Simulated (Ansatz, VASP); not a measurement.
## One calculation of SiC, two programs

```
Si C
1.0
     0.00000    2.04609    2.04609
     2.04609    0.00000    2.04609
     2.13066    2.13066   -0.08457
Si C
1 1
Direct
  0.00000 0.00000 0.00000
  0.75000 0.75000 0.75000
```

Alike in both runs: task single point; functional PBEsol; k mesh 12 × 12 × 12; occupations gaussian, width 0.05 eV; no spin polarisation.

|  | VASP | Ansatz |
| --- | --- | --- |
| version | VASP 6.6.1 | Ansatz 0.2.0 |
| potentials or method | VASP PAW PBE potentials, release 64 (Si, C), cutoff 520 eV | scalar-relativistic, plane waves, PAW |
| valence electrons in the cell | 8 | 8 |

VASP gave:

| Quantity | Value |
| --- | --- |
| gap on the k mesh at the Fermi level (eV) | 0.88 |
| least direct gap on the mesh (eV) | 4.14 |
| rms of the force components (eV/Å) | 0.540 |

Q: Which values does Ansatz return?

A: gap on the k mesh at the Fermi level (eV): 0.89; least direct gap on the mesh (eV): 4.16; rms of the force components (eV/Å): 0.536.

VASP's potentials were made for PBE, not for PBEsol, and Ansatz warns of the same on its side. Atom by atom the forces differ by 0.004 eV/Å (rms over components).
